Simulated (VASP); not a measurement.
# PbO in VASP: further runs

The runs below take PbO through single point, relaxation of cell and atoms, with PBE.

Everything below comes from runs of VASP 6.6.1. Logs are shortened: lines on timing, memory, paths and dates and some standing lists are left out, and cuts for length are marked.

### Step 1. The cell of the first run

The typed cell holds 2 atoms: a = 3.715 Å, b = 3.715 Å, c = 3.715 Å, α = 60.05°, β = 60.05°, γ = 60.05°.

### Step 2. Single point, PBE

INCAR

```
PREC = Accurate
ENCUT = 520
EDIFF = 1E-7
ISMEAR = 0
SIGMA = 0.1
LREAL = F
LASPH = T
NELM = 100
ALGO = Normal
ISIF = 2
LWAVE = F
LCHARG = F
GGA = PE
NBANDS = 17
```

KPOINTS

```
Automatic mesh
0
Gamma
  6 6 6
```

POSCAR

```
PbO
1.0
    1.8586709421      1.0731041688      3.0320829917
   -1.8586709421      1.0731041688      3.0320829917
    0.0000000000     -2.1462083375      3.0320829917
Pb O
1 1
Direct
    0.0000000000      0.0000000000      0.0000000000
    0.5000000000      0.5000000000      0.5000000000
```

Potentials or basis: VASP PAW PBE potentials, release 64 (Pb_d, O).

On the command line:

```bash
$ cat potpaw_PBE.64/Pb_d/POTCAR potpaw_PBE.64/O/POTCAR > POTCAR
$ mpirun -np 1 vasp_std > vasp.out
```

OUTCAR:

```text
PREC = Accurate
   ENCUT = 520
   EDIFF = 1E-7
   ISMEAR = 0
   LREAL = F
   LASPH = T
   NELM = 100
   ISIF = 2
   GGA = PE

 ion  position               nearest neighbor table
   1  0.000  0.000  0.000-   2 2.63   2 2.63   2 2.63   2 2.63   2 2.63   2 2.63
   2  0.500  0.500  0.500-   1 2.63   1 2.63   1 2.63   1 2.63   1 2.63   1 2.63

  LATTYP: Found a trigonal (rhomboedric) cell.
 ALAT       =     3.7147997923
 COS(alpha) =     0.4993154512

  Lattice vectors:

 A1 = (   1.8586709421,   1.0731041688,   3.0320829917)
 A2 = (  -1.8586709421,   1.0731041688,   3.0320829917)
 A3 = (   0.0000000000,  -2.1462083375,   3.0320829917)

Analysis of symmetry for initial positions (statically):
=====================================================================
 Subroutine PRICEL returns:
 Original cell was already a primitive cell.

 Routine SETGRP: Setting up the symmetry group for a
 trigonal (rhombohedral) supercell.

 Subroutine GETGRP returns: Found 12 space group operations
 (whereof 12 operations were pure point group operations)
 out of a pool of 12 trial point group operations.

The static configuration has the point symmetry D_3d.

Analysis of symmetry for dynamics (positions and initial velocities):
=====================================================================
 Subroutine PRICEL returns:
 Original cell was already a primitive cell.

 Routine SETGRP: Setting up the symmetry group for a
 trigonal (rhombohedral) supercell.

 Subroutine GETGRP returns: Found 12 space group operations
 (whereof 12 operations were pure point group operations)
 out of a pool of 12 trial point group operations.

The dynamic configuration has the point symmetry D_3d.

 Subroutine INISYM returns: Found 12 space group operations
 (whereof 12 operations are pure point group operations),
 and found     1 'primitive' translations

----------------------------------------------------------------------------------------

                                     Primitive cell

  volume of cell :      36.2858

  direct lattice vectors                    reciprocal lattice vectors
     1.858670942  1.073104169  3.032082992     0.269009424  0.155312664  0.109935425
    -1.858670942  1.073104169  3.032082992    -0.269009424  0.155312664  0.109935425
     0.000000000 -2.146208338  3.032082992     0.000000000 -0.310625327  0.109935425

  length of vectors
[... 80 lines left out ...]
   ENCUT  =  520.0 eV  38.22 Ry    6.18 a.u.   6.91  6.91  6.91*2*pi/ulx,y,z
   NELM   =    100;   NELMIN=  2; NELMDL= -5     # of ELM steps
   EDIFF  = 0.1E-06   stopping-criterion for ELM
   LREAL  =      F    real-space projection
   EDIFFG = 0.1E-05   stopping-criterion for IOM
   NSW    =      0    number of steps for IOM
   IBRION =     -1    ionic relax: 0-MD 1-quasi-New 2-CG
   NFREE  =      0    steps in history (QN), initial steepest desc. (CG)
   ISIF   =      2    stress and relaxation
   ISYM   =      2    0-nonsym 1-usesym 2-fastsym
   POTIM  = 0.5000    time-step for ionic-motion
   TEBEG  =    0.0;   TEEND  =   0.0 temperature during run
   PSTRESS=    0.0 pullay stress
   NELECT =      20.0000    total number of electrons
   NUPDOWN=      -1.0000    fix difference up-down
   EMIN   =  10.00;   EMAX   =-10.00  energy-range for DOS
   EFERMI =   0.00;   METHOD = LEGACY
   ISMEAR =     0;   SIGMA  =   0.10  broadening in eV -4-tet -1-fermi 0-gaus
   EFERMI_NEDOS =   21; number of points for ismear=-14 and -15
   IALGO  =     38    algorithm
   IMIX   =      4    mixing-type and parameters
     AMIX     =   0.40;   BMIX     =  1.00
     AMIX_MAG =   1.60;   BMIX_MAG =  1.00
  volume/ion in A,a.u.               =      18.14       122.43
  Fermi-wavevector in a.u.,A,eV,Ry     =   1.342268  2.536519 24.513393  1.801684
  Thomas-Fermi vector in A             =   2.470436
   LORBIT       =      0    0 simple, 1 ext, 2 COOP (PROOUT), +10 PAW based schemes
   GGA     = PE    functional components
   LHFCALC =     F    Hartree Fock is set to
   AEXX    =    0.0000 exact exchange contribution
   IVDW    =     0    specifies the selected vdW correction
   LEPSILON=     F    determine dielectric tensor
   LRPA    =     F    only Hartree local field effects (RPA)
 non-spin polarized calculation
 Gauss-broadening in eV      SIGMA  =   0.10
  energy-cutoff  :      520.00
  volume of cell :       36.29
 maximum number of plane-waves:       994
   NGX = 13   NGY = 13   NGZ = 13

 number of electron      20.0000007 magnetization

 Free energy of the ion-electron system (eV)
  ---------------------------------------------------
  ext. energy  EPLUGINS =         0.00000000
  ---------------------------------------------------
  free energy    TOTEN  =       -10.38656707 eV

  energy without entropy =      -10.38655625  energy(sigma->0) =      -10.38656166

 E-fermi :   6.4614     XC(G=0): -10.5470

 val. band max:        6.2332669007   @ k =   0.5000   0.0000  -0.0000
 cond. band min:       6.6897907089   @ k =   0.5000   0.5000   0.5000
 fundamental gap:      0.4565238081
 Fermi energy:         6.4614002468

 k-point     1 :       0.0000    0.0000    0.0000
  band No.  band energies     occupation
      1     -11.2407      2.00000
      2     -10.0848      2.00000
      3     -10.0848      2.00000
      4     -10.0847      2.00000
      5      -9.9650      2.00000
      6      -9.9650      2.00000
[... 457 lines left out ...]
      4      -9.9390      2.00000
      5      -9.9035      2.00000
      6      -9.0628      2.00000
[... 9 lines left out ...]
     16      21.7328      0.00000
     17      24.2232      0.00000

 [... further k-points ...]

------------------------ aborting loop because EDIFF is reached ----------------------------------------

  FORCE on cell =-STRESS in cart. coord.  units (eV):
  Direction    XX          YY          ZZ          XY          YZ          ZX
  --------------------------------------------------------------------------------------
  -------------------------------------------------------------------------------------
  Total        0.0453392      0.0453392      0.0595556      0.0000000      0.0000000      0.0000000
  in kB        2.0019264      2.0019264      2.6296415      0.0000000      0.0000000      0.0000000
  external PRESSURE =       2.2111648 kB  Pullay stress =       0.0000000 kB

 VOLUME and BASIS-vectors are now :
 -----------------------------------------------------------------------------
  energy-cutoff  :      520.00
  volume of cell :       36.29
      direct lattice vectors                 reciprocal lattice vectors
     1.858670942  1.073104169  3.032082992     0.269009424  0.155312664  0.109935425
    -1.858670942  1.073104169  3.032082992    -0.269009424  0.155312664  0.109935425
     0.000000000 -2.146208338  3.032082992     0.000000000 -0.310625327  0.109935425

 POSITION                                       TOTAL-FORCE (eV/Angst)
 -----------------------------------------------------------------------------------
      0.00000      0.00000      0.00000        -0.000000     -0.000000     -0.000000
      0.00000      0.00000      4.54812         0.000000      0.000000      0.000000
 -----------------------------------------------------------------------------------
    total drift:                                0.000000     -0.000000      0.000000

  FREE ENERGIE OF THE ION-ELECTRON SYSTEM (eV)
  ---------------------------------------------------
  free  energy   TOTEN  =       -10.3865670654 eV

  energy  without entropy=      -10.3865562494  energy(sigma->0) =      -10.38656166
```

OSZICAR:

```text
N       E                     dE             d eps       ncg     rms          rms(c)
DAV:   1     0.168300633707E+03    0.16830E+03   -0.10477E+04  1104   0.139E+03
DAV:   2    -0.636294718287E+00   -0.16894E+03   -0.16074E+03  1179   0.347E+02
DAV:   3    -0.123848206265E+02   -0.11749E+02   -0.11684E+02  1347   0.100E+02
DAV:   4    -0.126233720562E+02   -0.23855E+00   -0.23844E+00  1397   0.148E+01
DAV:   5    -0.126310770909E+02   -0.77050E-02   -0.77042E-02  1532   0.252E+00    0.869E+00
DAV:   6    -0.107396153354E+02    0.18915E+01   -0.15949E+01  1516   0.274E+01    0.531E+00
DAV:   7    -0.104031277009E+02    0.33649E+00   -0.21988E+00  1390   0.119E+01    0.152E+00
DAV:   8    -0.104420116223E+02   -0.38884E-01   -0.50139E-01  1237   0.675E+00    0.184E+00
DAV:   9    -0.103867262857E+02    0.55285E-01   -0.75285E-02  1342   0.327E+00    0.263E-01
DAV:  10    -0.103868366385E+02   -0.11035E-03   -0.78687E-03  1319   0.685E-01    0.152E-01
DAV:  11    -0.103865766202E+02    0.26002E-03   -0.12558E-03  1198   0.246E-01    0.344E-02
DAV:  12    -0.103865659168E+02    0.10703E-04   -0.34258E-05  1448   0.672E-02    0.573E-03
DAV:  13    -0.103865667222E+02   -0.80541E-06   -0.15147E-06  1290   0.994E-03    0.300E-03
DAV:  14    -0.103865670530E+02   -0.33082E-06   -0.61155E-07  1247   0.601E-03    0.473E-04
DAV:  15    -0.103865670654E+02   -0.12334E-07   -0.31283E-08   824   0.188E-03
   1 F= -.10386567E+02 E0= -.10386562E+02  d E =-.108159E-04
```

Wall time 13 s (1 thread of Intel Xeon 6975P-C (Granite Rapids), shared host); peak memory 0.16 GiB.

What came out:

| Property | Result |
| --- | --- |
| Free energy | -10.3866 eV |
| Pressure | 0.2 GPa |
| Band gap on the k mesh | 0.46 eV |

Levels at points of the mesh, in eV from the valence-band top:
| k point | band 7 | band 8 | band 9 | band 10 | band 11 | band 12 | band 13 | band 14 |
| --- | --- | --- | --- | --- | --- | --- | --- | --- |
| (0.00, 0.00, 0.00) | -7.41 | -2.25 | -2.25 | -2.24 | 8.23 | 8.23 | 8.24 | 10.45 |
| (0.50, 0.00, 0.00) | -8.35 | -1.86 | -1.85 | 0.00 | 0.46 | 5.03 | 5.03 | 10.11 |
| (0.50, 0.50, 0.00) | -5.99 | -5.12 | -3.23 | -3.22 | 4.04 | 6.29 | 6.29 | 6.67 |
| (0.50, 0.50, 0.50) | -8.34 | -1.86 | -1.86 | -0.01 | 0.46 | 5.02 | 5.02 | 10.10 |

Caveat: spin-orbit coupling is left out, which moves the levels of the heavy elements. A k mesh can miss the band edges.

### Step 3. Single point, PBE

This run uses another cell than the first one, of 18.24 Å³/atom.

INCAR

```
SYSTEM = PbO
ALGO = Normal
EDIFF = 1E-7
ENCUT = 520
GGA = PE
ISIF = 2
ISMEAR = 0
LASPH = .TRUE.
LCHARG = .FALSE.
LREAL = .FALSE.
LWAVE = .FALSE.
NBANDS = 17
NELM = 60
PREC = Accurate
SIGMA = 0.02
```

KPOINTS

```
k-points
0
G
  12 12 12
  0 0 0
```

POSCAR

```
PbO
1.0
    0.0000000000      2.6321407425      2.6321407425
    2.6321407425      0.0000000000      2.6321407425
    2.6321407425      2.6321407425      0.0000000000
Pb O
1 1
Direct
    0.0000000000      0.0000000000      0.0000000000
    0.5000000000      0.5000000000      0.5000000000
```

Potentials or basis: VASP PAW PBE potentials, release 64 (Pb_d, O).

On the command line:

```bash
$ cat potpaw_PBE.64/Pb_d/POTCAR potpaw_PBE.64/O/POTCAR > POTCAR
$ mpirun -np 1 vasp_std > vasp.out
```

Wall time 27 s (1 thread of Intel Xeon 6975P-C (Granite Rapids), shared host); peak memory 0.18 GiB.

It converged, with:

```
Free energy            : -10.3865 eV
Pressure               : 0.0 GPa
Band gap on the k mesh : 0.41 eV (least direct gap 0.45 eV)
```

Levels at points of the mesh, in eV from the valence-band top:
```
           k point  band 8  band 9  band 10  band 11  band 12  band 13
(0.00, 0.00, 0.00)   -2.25   -2.25    -2.25     8.14     8.14     8.14
(0.50, 0.00, 0.00)   -1.87   -1.87    -0.04     0.41     4.97     4.97
(0.50, 0.50, 0.00)   -5.12   -3.23    -3.23     4.00     6.23     6.23
```

Caveat: spin-orbit coupling is left out, which moves the levels of the heavy elements.

### Step 4. Relaxation of cell and atoms, PBE

INCAR

```
  ALGO = Normal
  EDIFF = 1E-6
  EDIFFG = -0.01
  ENCUT = 600
  GGA = PE
  IBRION = 2
  ISIF = 3
  ISMEAR = 0
  LASPH = True
  LCHARG = False
  LREAL = False
  LWAVE = False
  NELM = 60
  NSW = 100
  PREC = Accurate
  SIGMA = 0.02
```

KPOINTS

```
k-points
0
Gamma
  12 12 12
```

POSCAR

```
PbO
1.0
    0.0000000000      2.6276590428      2.6276590428
    2.6276590428      0.0000000000      2.6276590428
    2.6276590428      2.6276590428      0.0000000000
Pb O
1 1
Direct
    0.0000000000      0.0000000000      0.0000000000
    0.5000000000      0.5000000000      0.5000000000
```

On the command line:

```bash
$ cat potpaw_PBE.64/Pb_d/POTCAR potpaw_PBE.64/O/POTCAR > POTCAR
$ mpirun -np 1 vasp_std > vasp.out
```

It took 68 s on 1 thread of Intel Xeon 6975P-C (Granite Rapids), shared host; peak memory 0.2 GiB.

It converged, with:

| Property | Result |
| --- | --- |
| Free energy | -10.3877 eV |
| Relaxed volume | 18.22 Å³/atom |
| Relaxed cell | a = 3.721 Å, b = 3.721 Å, c = 3.721 Å, α = 60.00°, β = 60.00°, γ = 60.00° |
| Space group after relaxing (to 0.1 Å) | Fm-3m (No. 225) |
| Energy gained by relaxing | 0.1 meV/atom |
| Ionic steps | 3 |
| Pressure after relaxing | -0.1 GPa |
| Band gap on the k mesh | 0.41 eV (least direct gap 0.45 eV) |

Step by step:
```csv
step,energy change (eV),largest force (eV/Å),pressure (GPa),volume (Å³)
1,0.0000,0.0000,0.37,36.29
2,-0.0002,0.0000,-0.14,36.50
3,-0.0002,0.0000,-0.06,36.45
```

Final structure:
```cif
data_structure
_symmetry_space_group_name_H-M 'P 1'
_symmetry_Int_Tables_number 1
_cell_length_a 3.7215
_cell_length_b 3.7215
_cell_length_c 3.7215
_cell_angle_alpha 60.000
_cell_angle_beta 60.000
_cell_angle_gamma 60.000
_cell_volume 36.45
loop_
_atom_site_label
_atom_site_type_symbol
_atom_site_fract_x
_atom_site_fract_y
_atom_site_fract_z
_atom_site_occupancy
Pb1 Pb 0.00000 0.00000 0.00000 1
O1 O 0.50000 0.50000 0.50000 1
```

Levels at points of the mesh, in eV from the valence-band top:
| k point | band 7 | band 8 | band 9 | band 10 | band 11 | band 12 | band 13 | band 14 |
| --- | --- | --- | --- | --- | --- | --- | --- | --- |
| (0.00, 0.00, 0.00) | -7.46 | -2.26 | -2.26 | -2.26 | 8.15 | 8.15 | 8.15 | 10.41 |
| (0.50, 0.00, 0.00) | -8.37 | -1.87 | -1.87 | -0.04 | 0.41 | 4.97 | 4.97 | 10.05 |
| (0.50, 0.50, 0.00) | -6.04 | -5.12 | -3.24 | -3.24 | 4.00 | 6.23 | 6.23 | 6.62 |

Caveat: spin-orbit coupling is left out, which moves the levels of the heavy elements. A k mesh can miss the band edges.

### Step 5. Summary

| task | cell | k mesh | cutoff (eV) | smearing | gap on the mesh (eV) | pressure (GPa) |
| --- | --- | --- | --- | --- | --- | --- |
| single point | a = 3.715 Å, angles 60.0°, 2 atoms | 6 × 6 × 6 | 520 | gaussian 0.1 eV | 0.46 | 0.2 |
| single point | a = 3.722 Å, angles 60.0°, 2 atoms | 12 × 12 × 12 | 520 | gaussian 0.02 eV | 0.41 | 0.0 |
| relaxation of cell and atoms | relaxed from a = 3.716 Å, angles 60.0°, 2 atoms | 12 × 12 × 12 | 600 | gaussian 0.02 eV | 0.41 | -0.1 |

Alike in all rows: level PBE; potentials or basis VASP PAW PBE potentials, release 64 (Pb_d, O); no spin polarisation.

Caveats: spin-orbit coupling is left out, which moves the levels of the heavy elements.

Total energies depend on the potentials used, so only differences within one code and one set of settings carry meaning.
